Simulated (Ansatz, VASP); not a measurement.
Two plane-wave programs on Yb

```
Yb
1.0
     3.87990    0.00000    0.00000
    -1.93995    3.36009    0.00000
     0.00000    0.00000    6.38590
Yb
2
Direct
  0.33333 0.66667 0.25000
  0.66667 0.33333 0.75000
```

Alike in both runs: task single point; functional revPBE; k mesh 7 × 7 × 4; no spin polarisation.

|  | VASP | Ansatz |
| --- | --- | --- |
| version | VASP 6.6.1 | Ansatz 0.2.0 |
| potentials or method | VASP PAW PBE potentials, release 64 (Yb), cutoff 600 eV | plane waves, PAW |
| occupations | fermi-dirac, width 0.1 eV | fermi-dirac |
| valence electrons in the cell | 48 | 48 |

VASP gave:

- pressure (GPa): -0.9
- traceless stress, the component that is largest in VASP (GPa): 0.26

Question: Which values does Ansatz return?

Answer: Pressure (GPa): -1.3; traceless stress, the component that is largest in VASP (GPa): 0.20.

VASP's potentials were made for PBE, not for revPBE.

Neither program's run includes spin-orbit coupling.
